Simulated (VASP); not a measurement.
Here is a VASP 6.6.1 calculation.

File POSCAR:

```
BiTe
1.0
    0.0000000000      3.2564244654      3.2564244654
    3.2564244654      0.0000000000      3.2564244654
    3.2564244654      3.2564244654      0.0000000000
Bi Te
1 1
Direct
    0.0000000000      0.0000000000      0.0000000000
    0.5000000000      0.5000000000      0.5000000000
```

INCAR.step1

```
SYSTEM = BiTe
PREC = Accurate ; ENCUT = 520
EDIFF = 1E-5 ; ISMEAR = -1
SIGMA = 0.05 ; LREAL = .False.
LASPH = .True. ; NELM = 60
ALGO = Normal ; ISIF = 2
LWAVE = .True. ; LCHARG = .False.
NBANDS = 18 ; GGA = PE
```

INCAR.step2

```
SYSTEM = BiTe
PREC = Accurate ; ENCUT = 520
EDIFF = 1E-7 ; ISMEAR = -1
SIGMA = 0.05 ; LREAL = .False.
LASPH = .True. ; NELM = 60
ALGO = Normal ; ISIF = 2
LWAVE = .False. ; LCHARG = .False.
GGA = PE ; LHFCALC = .True.
AEXX = 0.25 ; PRECFOCK = Normal
NBANDS = 18 ; ISTART = 1
```

KPOINTS

```
Automatic mesh
0
Gamma
  4 4 4
  0 0 0
```

Potentials or basis: VASP PAW PBE potentials, release 64 (Bi_d, Te).

Command:

```sh
$ cat potpaw_PBE.64/Bi_d/POTCAR potpaw_PBE.64/Te/POTCAR > POTCAR
$ cp INCAR.step1 INCAR
$ mpirun -np 1 vasp_std > vasp.out
$ cp INCAR.step2 INCAR
$ mpirun -np 1 vasp_std > vasp.out
```

Task: Estimate the pressure.

Result: -2.7 GPa.

Task: What does it give for the band gap on the k mesh?

Result: Zero (an odd number of electrons rules out a gap without spin polarisation).

Caveat: the k points lie up to 0.42 Å⁻¹ apart, too coarse for converged energies and pressures of a metal; the PAW data sets were made with another functional, which shifts forces and pressure a little; spin-orbit coupling is left out, which moves the levels of the heavy elements.
